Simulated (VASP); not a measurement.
Here is a VASP 6.6.1 calculation.

The input INCAR:

```
PREC = Accurate ; ENCUT = 520
EDIFF = 1E-6 ; ISMEAR = 0
SIGMA = 0.02 ; LREAL = False
LASPH = True ; NELM = 100
ALGO = Normal ; ISIF = 2
LWAVE = False ; LCHARG = False
GGA = CA ; NBANDS = 16
```

Contents of KPOINTS:

```
regular mesh
0
Gamma
  6 6 6
```

The input POSCAR:

```
CdSe
1.0
    0.0000000000      2.8739580000      2.8739580000
    2.8739580000      0.0000000000      2.8739580000
    2.8739580000      2.8739580000      0.0000000000
Cd Se
1 1
Direct
    0.0000000000      0.0000000000      0.0000000000
    0.5000000000      0.5000000000      0.5000000000
```

Potentials or basis: VASP PAW LDA potentials, release 64 (Cd, Se).

Run with:

```bash
$ cat potpaw_LDA.64/Cd/POTCAR potpaw_LDA.64/Se/POTCAR > POTCAR
$ mpirun -np 1 vasp_std > vasp.out
```

Q: Predict the band gap on the k mesh.

A: Zero (band 9 reaches 2.13 eV, above the bottom of band 10 at 1.52 eV).

Q: Estimate the pressure.

A: -5.5 GPa.
